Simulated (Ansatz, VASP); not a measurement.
## SnO in VASP and in Ansatz

```
CELL_PARAMETERS angstrom
3.83606 0.00000 0.00000
-0.00001 3.83606 0.00000
0.00000 0.00000 9.51785
ATOMIC_POSITIONS crystal
Sn 0.00011 0.00011 0.99977
Sn 0.99989 0.99989 0.49977
Sn 0.49987 0.49987 0.74323
Sn 0.50013 0.50013 0.24323
O 0.99982 0.49981 0.62150
O 0.00018 0.50019 0.12150
O 0.49981 0.99982 0.62150
O 0.50019 0.00018 0.12150
```

Alike in both runs: task single point; functional PBE; dispersion D3(BJ); k mesh 9 × 9 × 4; occupations gaussian, width 0.1 eV; no spin polarisation.

|  | VASP | Ansatz |
| --- | --- | --- |
| version | VASP 6.6.1 | Ansatz 0.2.0 |
| potentials or method | VASP PAW PBE potentials, release 64 (Sn_d, O), cutoff 520 eV | scalar-relativistic, plane waves, PAW |
| valence electrons in the cell | 80 | 80 |

```tsv
	VASP	Ansatz	Ansatz less VASP
gap on the k mesh at the Fermi level (eV)	0.15	0.14	-0.013
least direct gap on the mesh (eV)	1.67	1.69	+0.011
pressure (GPa)	0.3	0.1	-0.21
rms of the force components (eV/Å)	0.032	0.001	-0.0312
```

Atom by atom the forces differ by 0.032 eV/Å (rms over components). Ansatz's warnings: near symmetry operation missed by atoms.
